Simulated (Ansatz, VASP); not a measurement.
## One calculation of Na4H, two programs

```
Na H
1.0
     7.26651    0.00000    0.00000
    -2.42217    6.85093    0.00000
     0.00000    0.00000   20.96654
Na H
8 2
Direct
  0.25000 0.25000 0.19078
  0.25000 0.75000 0.19078
  0.75000 0.25000 0.19078
  0.75000 0.75000 0.19078
  0.00000 0.00000 0.33227
  0.00000 0.50000 0.33227
  0.50000 0.00000 0.33227
  0.50000 0.50000 0.33227
  0.91874 0.75000 0.45628
  0.08126 0.75000 0.45628
```

Alike in both runs: task single point; functional PBE; k mesh 4 × 4 × 1; occupations gaussian, width 0.1 eV; no spin polarisation.

```csv
,VASP,Ansatz
version,VASP 6.6.1,Ansatz 0.2.0
potentials or method,"VASP PAW PBE potentials, release 64 (Na_pv, H), cutoff 520 eV","scalar-relativistic, plane waves, PAW"
valence electrons in the cell,58,74
```

|  | VASP | Ansatz | Ansatz less VASP |
| --- | --- | --- | --- |
| gap on the k mesh at the Fermi level (eV) | none | none | - |
| rms of the force components (eV/Å) | 1.029 | 1.029 | -0.0001 |

Atom by atom the forces differ by 0.000 eV/Å (rms over components). A gap of «none» marks a metal or a gap that the smearing closes. The functional is the same, so the differences come from potentials, cutoffs and numerics. VASP's potentials hold 58 valence electrons a cell and Ansatz's 74, so a difference there can come from the potentials and not from the codes.
